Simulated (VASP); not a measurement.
Runs of VASP 6.6.1 on OH2. The cell holds a molecule in a box, 3 atoms: a = 12.000 Å, b = 12.500 Å, c = 13.000 Å, α = 90.00°, β = 90.00°, γ = 90.00°. 

| level | potentials or basis | gap on the mesh (eV) | largest force (eV/Å) |
| --- | --- | --- | --- |
| LDA | VASP PAW LDA potentials, release 64 (O, H) | (a) | 0.27 |
| RPBE | VASP PAW PBE potentials, release 64 (O, H) | 6.09 | 0.14 |
| PBE+D3(BJ) | VASP PAW PBE potentials, release 64 (O, H) | 6.22 | 0.13 |
| PBE | VASP PAW PBE potentials, release 64 (O, H) | 6.22 | 0.13 |

Alike in all rows: task single point; no spin polarisation; cell as given; k mesh 1 × 1 × 1; cutoff (eV) 520; smearing gaussian 0.01 eV.

Q: Estimate the missing entries.

A: (a) 6.37.

Caveats: the PAW data sets were made with another functional, which shifts forces and pressure a little (at least some runs).

